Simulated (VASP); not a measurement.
A run of VASP 6.6.1:

INCAR

```
PREC = Accurate
ENCUT = 520
EDIFF = 1E-6
ISMEAR = -1
SIGMA = 0.02
LREAL = False
LASPH = True
NELM = 80
ALGO = Normal
ISIF = 2
LWAVE = False
LCHARG = False
GGA = PE
NBANDS = 16
```

File KPOINTS:

```
regular mesh
0
Gamma
  8 8 8
```

POSCAR

```
ZnS
1.0
    0.0000000000      2.6472086969      2.7502548155
    2.6472086969      0.0000000000      2.7502548155
    2.6472086969      2.6472086969      0.0000000000
Zn S
1 1
Direct
    0.0000000000      0.0000000000      0.0000000000
    0.2500000000      0.2500000000      0.2500000000
```

Potentials or basis: VASP PAW PBE potentials, release 64 (Zn, S).

Launch:

```bash
$ cat potpaw_PBE.64/Zn/POTCAR potpaw_PBE.64/S/POTCAR > POTCAR
$ mpirun -np 1 vasp_std > vasp.out
```

Hardware: 1 thread of Intel(R) Xeon(R) Platinum 8259CL CPU @ 2.50GHz (Skylake/Cascade Lake), with other jobs on the host.

**Question.** How long does it take, and how much memory?

**Answer.** Wall time 25 s on 1 thread of Intel(R) Xeon(R) Platinum 8259CL CPU @ 2.50GHz (Skylake/Cascade Lake), with other jobs on the host, peak memory 0.17 GiB. Counts: scf iterations 12, k points 59.
